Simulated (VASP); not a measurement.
# Ti3S2 (R32) in VASP: a series of runs, part 2 of 2

VASP 6.6.1. Earlier steps stand in the parts before.

### 4 Single point, PBEsol

This run uses another cell than the first one, of 16.18 Å³/atom.

Contents of INCAR:

```
  ALGO = Normal
  EDIFF = 1E-6
  ENCUT = 520
  GGA = PS
  ISIF = 2
  ISMEAR = 1
  LASPH = T
  LCHARG = F
  LREAL = F
  LWAVE = F
  NBANDS = 32
  NELM = 60
  PREC = Accurate
  SIGMA = 0.05
```

Contents of KPOINTS:

```
k-points
0
Gamma
  6 6 6
```

Contents of POSCAR:

```
Ti3S2
1.0
    2.6949006594      1.5559067973      3.2158903520
   -2.6949006594      1.5559067973      3.2158903520
    0.0000000000     -3.1118036618      3.2158903520
Ti S
3 2
Direct
    0.3356500000      0.6643400000      0.0000000000
    0.6643400000      0.0000000000      0.3356500000
    0.0000000000      0.3356500000      0.6643400000
    0.8321600000      0.8321600000      0.8321600000
    0.1678400000      0.1678400000      0.1678400000
```

Potentials or basis: VASP PAW PBE potentials, release 64 (Ti_sv, S).

On the command line:

```bash
$ cat potpaw_PBE.64/Ti_sv/POTCAR potpaw_PBE.64/S/POTCAR > POTCAR
$ mpirun -np 1 vasp_std > vasp.out
```

OUTCAR:

```text
EDIFF = 1E-6
   ENCUT = 520
   GGA = PS
   ISIF = 2
   ISMEAR = 1
   LASPH = T
   LREAL = F
   NELM = 60
   PREC = Accurate

 ion  position               nearest neighbor table
   1  0.336  0.664  0.000-   5 2.40   4 2.40   4 2.43   5 2.43
   2  0.664  0.000  0.336-   5 2.40   4 2.40   4 2.43   5 2.43
   3  0.000  0.336  0.664-   5 2.40   4 2.40   4 2.43   5 2.43
   4  0.832  0.832  0.832-   3 2.40   2 2.40   1 2.40   1 2.43   2 2.43   3 2.43
   5  0.168  0.168  0.168-   2 2.40   3 2.40   1 2.40   1 2.43   3 2.43   2 2.43

  LATTYP: Found a trigonal (rhomboedric) cell.
 ALAT       =     4.4749606463
 COS(alpha) =     0.2746665422

  Lattice vectors:

 A1 = (   2.6949006594,   1.5559067973,   3.2158903520)
 A2 = (  -2.6949006594,   1.5559067973,   3.2158903520)
 A3 = (   0.0000000000,  -3.1118036618,   3.2158903520)

Analysis of symmetry for initial positions (statically):
=====================================================================
 Subroutine PRICEL returns:
 Original cell was already a primitive cell.

 Routine SETGRP: Setting up the symmetry group for a
 trigonal (rhombohedral) supercell.

 Subroutine GETGRP returns: Found  3 space group operations
 (whereof  3 operations were pure point group operations)
 out of a pool of 12 trial point group operations.

The static configuration has the point symmetry C_3 .

Analysis of symmetry for dynamics (positions and initial velocities):
=====================================================================
 Subroutine PRICEL returns:
 Original cell was already a primitive cell.

 Routine SETGRP: Setting up the symmetry group for a
 trigonal (rhombohedral) supercell.

 Subroutine GETGRP returns: Found  3 space group operations
[... 126 lines left out ...]
   IALGO  =     38    algorithm
   IMIX   =      4    mixing-type and parameters
     AMIX     =   0.40;   BMIX     =  1.00
     AMIX_MAG =   1.60;   BMIX_MAG =  1.00
  volume/ion in A,a.u.               =      16.18       109.20
  Fermi-wavevector in a.u.,A,eV,Ry     =   1.375612  2.599530 25.746417  1.892308
  Thomas-Fermi vector in A             =   2.500932
   LORBIT       =      0    0 simple, 1 ext, 2 COOP (PROOUT), +10 PAW based schemes
   GGA     = PS    functional components
   LHFCALC =     F    Hartree Fock is set to
   AEXX    =    0.0000 exact exchange contribution
   IVDW    =     0    specifies the selected vdW correction
   LEPSILON=     F    determine dielectric tensor
   LRPA    =     F    only Hartree local field effects (RPA)
 non-spin polarized calculation
 Methfessel and Paxton  Order N= 1 SIGMA  =   0.05
  energy-cutoff  :      520.00
  volume of cell :       80.91
 maximum number of plane-waves:      2200
 NGX is ok and might be reduce to    36
   NGX = 17   NGY = 17   NGZ = 17

 number of electron      47.9999997 magnetization

 Free energy of the ion-electron system (eV)
  ---------------------------------------------------
  ext. energy  EPLUGINS =         0.00000000
  ---------------------------------------------------
  free energy    TOTEN  =       -39.06851854 eV

  energy without entropy =      -39.06868557  energy(sigma->0) =      -39.06857422

 E-fermi :   8.6152     XC(G=0): -11.4725

 val. band max:        8.6035167314   @ k =   0.3333   0.0000  -0.0000
 cond. band min:       8.6348944932   @ k =   0.0000   0.0000   0.0000
 fundamental gap:      0.0313777618
 Fermi energy:         8.6152222829

 k-point     1 :       0.0000    0.0000    0.0000
  band No.  band energies     occupation
      1     -48.0642      2.00000
      2     -48.0094      2.00000
      3     -48.0094      2.00000
      4     -24.5341      2.00000
      5     -24.5341      2.00000
      6     -24.4881      2.00000
[... 829 lines left out ...]
     31      11.0423      0.00000
     32      11.2994      0.00000

 [... further k-points ...]

------------------------ aborting loop because EDIFF is reached ----------------------------------------

  FORCE on cell =-STRESS in cart. coord.  units (eV):
  Direction    XX          YY          ZZ          XY          YZ          ZX
  --------------------------------------------------------------------------------------
  -------------------------------------------------------------------------------------
  Total       -0.8521934     -0.8521954     -0.9385305      0.0000003     -0.0000010      0.0000000
  in kB      -16.8760511    -16.8760915    -18.5857923      0.0000051     -0.0000191      0.0000000
  external PRESSURE =     -17.4459783 kB  Pullay stress =       0.0000000 kB

 VOLUME and BASIS-vectors are now :
 -----------------------------------------------------------------------------
  energy-cutoff  :      520.00
  volume of cell :       80.91
      direct lattice vectors                 reciprocal lattice vectors
     2.694900659  1.555906797  3.215890352     0.185535596  0.107118898  0.103651848
    -2.694900659  1.555906797  3.215890352    -0.185535596  0.107118898  0.103651848
     0.000000000 -3.111803662  3.215890352     0.000000000 -0.214237796  0.103652179

 POSITION                                       TOTAL-FORCE (eV/Angst)
 -----------------------------------------------------------------------------------
     -0.88579      1.55589      3.21586         0.019366      0.000342      0.000336
      1.79033     -0.01083      3.21586        -0.009387     -0.016943      0.000336
     -0.90454     -1.54506      3.21586        -0.009979      0.016601      0.000336
      0.00000      0.00001      8.02841        -0.000000     -0.000000     -0.013174
      0.00000      0.00000      1.61927        -0.000000      0.000000      0.012167
 -----------------------------------------------------------------------------------
    total drift:                                0.000108     -0.000000     -0.000002

  FREE ENERGIE OF THE ION-ELECTRON SYSTEM (eV)
  ---------------------------------------------------
  free  energy   TOTEN  =       -39.0685185379 eV

  energy  without entropy=      -39.0686855738  energy(sigma->0) =      -39.06857422
```

It took 88 s on 1 thread of AMD EPYC 9R45 (Zen 5), shared host; peak memory 0.22 GiB.

Results:

```
Free energy            : -39.0685 eV
Pressure               : -1.7 GPa
Largest force          : 0.019 eV/Å
Band gap on the k mesh : zero (bands 24 and 25 overlap by 0.22 eV)
```

Forces in eV/Å, atoms in the order of the input:
```
Ti   0.019  0.000  0.000
Ti  -0.009 -0.017  0.000
Ti  -0.010  0.017  0.000
S    0.000  0.000 -0.013
S    0.000  0.000  0.012
```

Caveat: the PAW data sets were made with another functional, which shifts forces and pressure a little.

### 5 Single point, PBEsol

This run uses another cell than the first one, of 16.51 Å³/atom.

Contents of INCAR:

```
  PREC = Accurate
  ENCUT = 520
  EDIFF = 1E-6
  ISMEAR = 1
  SIGMA = 0.05
  LREAL = False
  LASPH = True
  NELM = 80
  ALGO = Normal
  ISIF = 2
  LWAVE = False
  LCHARG = True
  GGA = PS
  LELF = True
  LVHAR = True
  NBANDS = 32
```

Contents of KPOINTS:

```
Automatic mesh
0
Gamma
  6 6 6
```

Edit POSCAR of step 4 so:

```diff
@@ -2,5 +2,5 @@
 1.0
-    2.6949006594      1.5559067973      3.2158903520
-   -2.6949006594      1.5559067973      3.2158903520
-    0.0000000000     -3.1118036618      3.2158903520
+    2.7131100000      1.5664200000      3.2376200000
+   -2.7131100000      1.5664200000      3.2376200000
+    0.0000000000     -3.1328300000      3.2376200000
 Ti S
```

On the command line:

```bash
$ cat potpaw_PBE.64/Ti_sv/POTCAR potpaw_PBE.64/S/POTCAR > POTCAR
$ mpirun -np 1 vasp_std > vasp.out
```

Wall time 94 s (1 thread of AMD EPYC 9R45 (Zen 5), shared host); peak memory 0.21 GiB.

The run converged. Its results:

```
Free energy            : -39.0379 eV
Pressure               : -4.3 GPa
Largest force          : 0.028 eV/Å
Band gap on the k mesh : zero (bands 24 and 25 overlap by 0.22 eV)
```

Forces in eV/Å, atoms in the order of the input:
```
Ti  -0.028  0.000  0.000
Ti   0.014  0.024  0.000
Ti   0.013 -0.024  0.000
S    0.000  0.000 -0.026
S    0.000  0.000  0.025
```

Stress tensor (GPa, compression positive):
```
-4.10  0.00  0.00
 0.00 -4.10  0.00
 0.00  0.00 -4.66
```

Levels at points of the mesh, in eV from the Fermi level:
```tsv
k point	band 21	band 22	band 23	band 24	band 25	band 26	band 27	band 28
(0.00, 0.00, 0.00)	-2.11	-1.39	0.02	0.02	0.60	0.60	1.80	1.80
(0.50, 0.00, 0.00)	-0.90	-0.87	-0.64	-0.41	-0.13	0.86	1.32	1.40
(0.50, 0.50, 0.00)	-1.42	-1.01	-0.66	-0.18	0.13	0.69	1.39	1.57
(0.50, 0.50, 0.50)	-0.80	-0.14	-0.14	-0.02	0.34	0.34	0.84	0.84
```

Caveat: the cell stands under tension; the PAW data sets were made with another functional, which shifts forces and pressure a little.

### 6 Single point, PBEsol

This run uses another cell than the first one, of 16.84 Å³/atom.

Contents of INCAR:

```
ALGO = Normal
EDIFF = 1E-6
ENCUT = 520
GGA = PS
ISIF = 2
ISMEAR = 1
LASPH = T
LCHARG = F
LREAL = F
LWAVE = F
NBANDS = 32
NELM = 80
PREC = Accurate
SIGMA = 0.05
```

Contents of KPOINTS:

```
k-points
0
Gamma
  6 6 6
```

Edit POSCAR of step 5 so:

```diff
@@ -2,5 +2,5 @@
 1.0
-    2.7131100000      1.5664200000      3.2376200000
-   -2.7131100000      1.5664200000      3.2376200000
-    0.0000000000     -3.1328300000      3.2376200000
+    2.7310781395      1.5767939447      3.2590618169
+   -2.7310781395      1.5767939447      3.2590618169
+    0.0000000000     -3.1535778232      3.2590618169
 Ti S
```

Potentials or basis: VASP PAW PBE potentials, release 64 (Ti_sv, S).

On the command line:

```bash
$ cat potpaw_PBE.64/Ti_sv/POTCAR potpaw_PBE.64/S/POTCAR > POTCAR
$ mpirun -np 1 vasp_std > vasp.out
```

OUTCAR:

```text
EDIFF = 1E-6
   ENCUT = 520
   GGA = PS
   ISIF = 2
   ISMEAR = 1
   LASPH = T
   LREAL = F
   NELM = 80
   PREC = Accurate

 ion  position               nearest neighbor table
   1  0.336  0.664  0.000-   5 2.43   4 2.43   4 2.46   5 2.46
   2  0.664  0.000  0.336-   5 2.43   4 2.43   4 2.46   5 2.46
   3  0.000  0.336  0.664-   5 2.43   4 2.43   4 2.46   5 2.46
   4  0.832  0.832  0.832-   3 2.43   2 2.43   1 2.43   1 2.46   2 2.46   3 2.46
   5  0.168  0.168  0.168-   2 2.43   3 2.43   1 2.43   1 2.46   3 2.46   2 2.46

  LATTYP: Found a trigonal (rhomboedric) cell.
 ALAT       =     4.5350344005
 COS(alpha) =     0.2746665422

  Lattice vectors:

 A1 = (   2.7310781395,   1.5767939447,   3.2590618169)
 A2 = (  -2.7310781395,   1.5767939447,   3.2590618169)
 A3 = (   0.0000000000,  -3.1535778232,   3.2590618169)

Analysis of symmetry for initial positions (statically):
=====================================================================
 Subroutine PRICEL returns:
 Original cell was already a primitive cell.

 Routine SETGRP: Setting up the symmetry group for a
 trigonal (rhombohedral) supercell.

 Subroutine GETGRP returns: Found  3 space group operations
 (whereof  3 operations were pure point group operations)
 out of a pool of 12 trial point group operations.

The static configuration has the point symmetry C_3 .

Analysis of symmetry for dynamics (positions and initial velocities):
=====================================================================
 Subroutine PRICEL returns:
 Original cell was already a primitive cell.

 Routine SETGRP: Setting up the symmetry group for a
 trigonal (rhombohedral) supercell.

 Subroutine GETGRP returns: Found  3 space group operations
[... 126 lines left out ...]
   IALGO  =     38    algorithm
   IMIX   =      4    mixing-type and parameters
     AMIX     =   0.40;   BMIX     =  1.00
     AMIX_MAG =   1.60;   BMIX_MAG =  1.00
  volume/ion in A,a.u.               =      16.84       113.65
  Fermi-wavevector in a.u.,A,eV,Ry     =   1.357390  2.565095 25.068830  1.842507
  Thomas-Fermi vector in A             =   2.484312
   LORBIT       =      0    0 simple, 1 ext, 2 COOP (PROOUT), +10 PAW based schemes
   GGA     = PS    functional components
   LHFCALC =     F    Hartree Fock is set to
   AEXX    =    0.0000 exact exchange contribution
   IVDW    =     0    specifies the selected vdW correction
   LEPSILON=     F    determine dielectric tensor
   LRPA    =     F    only Hartree local field effects (RPA)
 non-spin polarized calculation
 Methfessel and Paxton  Order N= 1 SIGMA  =   0.05
  energy-cutoff  :      520.00
  volume of cell :       84.21
 maximum number of plane-waves:      2311
 NGX is ok and might be reduce to    36
   NGX = 17   NGY = 17   NGZ = 17

 number of electron      47.9999994 magnetization

 Free energy of the ion-electron system (eV)
  ---------------------------------------------------
  ext. energy  EPLUGINS =         0.00000000
  ---------------------------------------------------
  free energy    TOTEN  =       -38.98235623 eV

  energy without entropy =      -38.98254742  energy(sigma->0) =      -38.98241996

 E-fermi :   8.1848     XC(G=0): -11.2821

 val. band max:        8.1779380325   @ k =   0.3333   0.0000   0.0000
 cond. band min:       8.2023910548   @ k =   0.0000   0.0000   0.0000
 fundamental gap:      0.0244530223
 Fermi energy:         8.1847606269

 k-point     1 :       0.0000    0.0000    0.0000
  band No.  band energies     occupation
      1     -48.5895      2.00000
      2     -48.5439      2.00000
      3     -48.5439      2.00000
      4     -25.0491      2.00000
      5     -25.0491      2.00000
      6     -24.9948      2.00000
[... 829 lines left out ...]
     31      10.4616      0.00000
     32      10.7061      0.00000

 [... further k-points ...]

------------------------ aborting loop because EDIFF is reached ----------------------------------------

  FORCE on cell =-STRESS in cart. coord.  units (eV):
  Direction    XX          YY          ZZ          XY          YZ          ZX
  --------------------------------------------------------------------------------------
  -------------------------------------------------------------------------------------
  Total       -3.2924175     -3.2924254     -3.7683536      0.0000002     -0.0000039      0.0000000
  in kB      -62.6431353    -62.6432855    -71.6985274      0.0000041     -0.0000738      0.0000000
  external PRESSURE =     -65.6616494 kB  Pullay stress =       0.0000000 kB

 VOLUME and BASIS-vectors are now :
 -----------------------------------------------------------------------------
  energy-cutoff  :      520.00
  volume of cell :       84.21
      direct lattice vectors                 reciprocal lattice vectors
     2.731078140  1.576793945  3.259061817     0.183077882  0.105699937  0.102278814
    -2.731078140  1.576793945  3.259061817    -0.183077882  0.105699937  0.102278814
     0.000000000 -3.153577823  3.259061817     0.000000000 -0.211399875  0.102279141

 POSITION                                       TOTAL-FORCE (eV/Angst)
 -----------------------------------------------------------------------------------
     -0.89768      1.57678      3.25903        -0.070515      0.000295      0.000290
      1.81436     -0.01097      3.25903         0.035513      0.060921      0.000290
     -0.91669     -1.56580      3.25903         0.035002     -0.061216      0.000290
      0.00000      0.00001      8.13618         0.000000     -0.000000     -0.036881
      0.00000      0.00000      1.64100         0.000000      0.000000      0.036011
 -----------------------------------------------------------------------------------
    total drift:                                0.000104     -0.000000      0.000000

  FREE ENERGIE OF THE ION-ELECTRON SYSTEM (eV)
  ---------------------------------------------------
  free  energy   TOTEN  =       -38.9823562284 eV

  energy  without entropy=      -38.9825474216  energy(sigma->0) =      -38.98241996
```

OSZICAR:

```text
N       E                     dE             d eps       ncg     rms          rms(c)
DAV:   1     0.609748608077E+03    0.60975E+03   -0.23685E+04  2560   0.173E+03
DAV:   2     0.387854667914E+02   -0.57096E+03   -0.55244E+03  2576   0.526E+02
DAV:   3    -0.360231951719E+02   -0.74809E+02   -0.72520E+02  3984   0.165E+02
DAV:   4    -0.436742971903E+02   -0.76511E+01   -0.75759E+01  4136   0.470E+01
DAV:   5    -0.440553785839E+02   -0.38108E+00   -0.38091E+00  3696   0.960E+00    0.198E+01
DAV:   6    -0.389834853866E+02    0.50719E+01   -0.32900E+01  3608   0.419E+01    0.689E+00
DAV:   7    -0.389958661979E+02   -0.12381E-01   -0.22087E+00  3848   0.976E+00    0.430E+00
DAV:   8    -0.389818693087E+02    0.13997E-01   -0.20188E-01  3432   0.259E+00    0.727E-01
DAV:   9    -0.389812300053E+02    0.63930E-03   -0.28488E-02  4120   0.919E-01    0.489E-01
DAV:  10    -0.389822985152E+02   -0.10685E-02   -0.43512E-03  3288   0.538E-01    0.908E-02
DAV:  11    -0.389823488364E+02   -0.50321E-04   -0.43613E-04  4208   0.120E-01    0.403E-02
DAV:  12    -0.389823573693E+02   -0.85329E-05   -0.37279E-05  3056   0.482E-02    0.114E-02
DAV:  13    -0.389823560355E+02    0.13338E-05   -0.10886E-05  3584   0.186E-02    0.287E-03
DAV:  14    -0.389823562284E+02   -0.19290E-06   -0.12228E-06  2064   0.981E-03
   1 F= -.38982356E+02 E0= -.38982420E+02  d E =0.191193E-03
```

stdout:

```text
POSCAR found type information on POSCAR TiS
 POSCAR found :  2 types and       5 ions
 scaLAPACK will be used
 -----------------------------------------------------------------------------
|                                                                             |
|                                                                             |
|     You enforced a specific xc type in the INCAR file but a different       |
|     I HOPE YOU KNOW WHAT YOU ARE DOING!                                     |
|                                                                             |
 -----------------------------------------------------------------------------

 LDA part: xc-table for (Slater+PW92), standard interpolation
 POSCAR, INCAR and KPOINTS ok, starting setup
 FFT: planning ... GRIDC
 FFT: planning ... GRID_SOFT
 FFT: planning ... GRID
 WAVECAR not read
 entering main loop
```

It took 83 s on 1 thread of AMD EPYC 9R45 (Zen 5), shared host; peak memory 0.22 GiB.

Results:

- Free energy: -38.9824 eV
- Pressure: -6.6 GPa
- Largest force: 0.071 eV/Å
- Band gap on the k mesh: zero (bands 24 and 25 overlap by 0.22 eV)

Forces in eV/Å, atoms in the order of the input:
```
Ti  -0.071  0.000  0.000
Ti   0.036  0.061  0.000
Ti   0.035 -0.061  0.000
S    0.000  0.000 -0.037
S    0.000  0.000  0.036
```

Caveat: the cell stands under tension; the PAW data sets were made with another functional, which shifts forces and pressure a little.

### 7 Summary

```csv
cell,gap on the mesh (eV),pressure (GPa),largest force (eV/Å)
"a = 4.413 Å, angles 74.1°, 5 atoms",none,4.3,0.13
"a = 4.444 Å, angles 74.1°, 5 atoms",none,1.1,0.07
"a = 4.475 Å, angles 74.1°, 5 atoms",none,-1.7,0.02
"a = 4.505 Å, angles 74.1°, 5 atoms",none,-4.3,0.03
"a = 4.535 Å, angles 74.1°, 5 atoms",none,-6.6,0.07
```

Alike in all rows: task single point; level PBEsol; potentials or basis VASP PAW PBE potentials, release 64 (Ti_sv, S); no spin polarisation; k mesh 6 × 6 × 6; cutoff (eV) 520; smearing methfessel-paxton 0.05 eV.

Caveats: the PAW data sets were made with another functional, which shifts forces and pressure a little; the cell stands under tension (at least some runs); the cell stands under pressure (at least some runs).

Absolute energies hang on the potentials; compare differences alone.

The gap in the log of VASP goes by the Fermi energy; the results here count the filled bands.